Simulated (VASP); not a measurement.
## Rh: single point with LDA

Crystal: Rh.

```xyz
1
Lattice="0.0000 1.9016 1.9016 1.9016 0.0000 1.9016 1.9016 1.9016 0.0000" Properties=species:S:1:pos:R:3 pbc="T T T"
Rh    0.0000    0.0000    0.0000
```

```json
{
 "Program": "VASP 6.6.1",
 "Task": "single point",
 "Functional": "LDA",
 "Potentials or basis": "VASP PAW LDA potentials, release 64 (Rh_pv)",
 "Cutoff": "520 eV",
 "k mesh": "22 × 22 × 22",
 "Occupations": "gaussian, width 0.15 eV",
 "Spin": "no spin polarisation",
 "Dipole correction": "no",
 "Further INCAR settings": "ALGO = Normal; EDIFF = 1e-06; NBANDS = 14"
}
```

```
Pressure : -10.4 GPa
```

Levels at points of the mesh, in eV from the Fermi level:
```
           k point  band 5  band 6  band 7  band 8  band 9  band 10
(0.00, 0.00, 0.00)   -3.11   -3.11   -3.11   -0.98   -0.98    15.95
(0.50, 0.00, 0.00)   -3.17   -3.17    0.58    0.58    0.70     8.58
(0.50, 0.50, 0.00)   -5.98    0.57    0.99    0.99    3.20    12.24
```

It took 17 s on 1 thread of Intel(R) Xeon(R) 6975P-C (Granite Rapids), with other jobs on the host, peak memory 0.16 GiB.
